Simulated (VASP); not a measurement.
BaTiO3: single point with r2SCAN+U

BaTiO3:

```
Ba Ti O
1.0
    -4.03631   -2.87518    2.88502
     0.00000    0.00000    5.77004
    -4.03631    2.87518    2.88502
Ba Ti O
2 2 6
Direct
  0.00000 0.00000 0.00000
  0.50000 0.50000 0.50000
  0.25000 0.26430 0.25000
  0.75000 0.76430 0.75000
  0.00000 0.48900 0.00000
  0.50000 0.98900 0.50000
  0.49390 0.49833 0.00610
  0.99390 0.99833 0.50610
  0.00610 0.49833 0.49390
  0.50610 0.99833 0.99390
```

```
Program             : VASP 6.6.1
Task                : single point
Functional          : r2SCAN
Potentials or basis : VASP PAW PBE potentials, release 64 (Ba_sv, Ti_sv, O)
Cutoff              : 520 eV
k mesh              : 4 × 4 × 4
Occupations         : gaussian, width 0.1822 eV
Spin                : collinear spin, zero start
Starting moments    : [0.0, 0.0, 0.0, 0.0, 0.0, 0.0, 0.0, 0.0, 0.0, 0.0] μB
Hubbard terms       : Ti d U = 5.73 eV
```

| Property | Result |
| --- | --- |
| Pressure | -1.3 GPa |
| Largest force | 0.607 eV/Å |
| Band gap on the k mesh | 2.91 eV |
| Net moment | 0.00 μB per cell |
| Valence electrons inside the program's atomic spheres | Ba 7.96; Ti 9.88; O 5.07 |

Forces on the atoms (eV/Å):
```
Ba   0.000  0.000  0.226
Ba   0.000  0.000  0.226
Ti   0.000  0.000 -0.607
Ti   0.000  0.000 -0.607
O    0.000  0.000  0.276
O    0.000  0.000  0.276
O    0.000 -0.225  0.053
O    0.000 -0.225  0.053
O    0.000  0.225  0.053
O    0.000  0.225  0.053
```

Stress tensor (GPa, compression positive):
```
-1.17  0.00  0.00
 0.00 -1.01  0.00
 0.00  0.00 -1.74
```

Levels at points of the mesh, in eV from the valence-band top:
Spin up:
```
           k point  band 38  band 39  band 40  band 41  band 42  band 43
(0.00, 0.00, 0.00)    -0.05    -0.01     0.00     2.91     2.96     3.05
(0.50, 0.00, 0.00)    -0.74    -0.58    -0.58     4.06     4.06     4.14
(0.00, 0.50, 0.00)    -0.72    -0.58    -0.58     4.07     4.07     4.14
(0.50, 0.50, 0.00)    -0.90    -0.86    -0.08     3.15     4.17     4.42
(0.50, 0.00, 0.50)    -0.93    -0.90    -0.14     3.12     4.12     4.39
```
Spin down:
| k point | band 36 | band 37 | band 38 | band 39 | band 40 | band 41 | band 42 | band 43 | band 44 | band 45 |
| --- | --- | --- | --- | --- | --- | --- | --- | --- | --- | --- |
| (0.00, 0.00, 0.00) | -0.35 | -0.31 | -0.05 | -0.01 | 0.00 | 2.91 | 2.96 | 3.05 | 4.14 | 4.19 |
| (0.50, 0.00, 0.00) | -0.76 | -0.74 | -0.74 | -0.58 | -0.58 | 4.06 | 4.06 | 4.14 | 4.14 | 4.17 |
| (0.00, 0.50, 0.00) | -0.75 | -0.72 | -0.72 | -0.58 | -0.58 | 4.07 | 4.07 | 4.14 | 4.14 | 4.17 |
| (0.50, 0.50, 0.00) | -0.95 | -0.94 | -0.90 | -0.86 | -0.08 | 3.15 | 4.17 | 4.42 | 4.44 | 4.44 |
| (0.50, 0.00, 0.50) | -0.98 | -0.94 | -0.93 | -0.90 | -0.14 | 3.12 | 4.12 | 4.39 | 4.44 | 4.48 |

Eigenvalues of the final occupation matrices:
```csv
site,spin,trace,eigenvalues
site 3 d,1,0.71,0.09 0.09 0.09 0.22 0.23
site 3 d,2,0.71,0.09 0.09 0.09 0.22 0.23
site 4 d,1,0.71,0.09 0.09 0.09 0.22 0.23
site 4 d,2,0.71,0.09 0.09 0.09 0.22 0.23
```

Wall time 32 min on 1 thread of Oxide Virtual Turin-like Processor, with other jobs on the host, peak memory 0.53 GiB.

Caveat: the PAW data sets were made with another functional, which shifts forces and pressure a little; spin-orbit coupling is left out, which moves the levels of the heavy elements. A k mesh can miss the band edges.
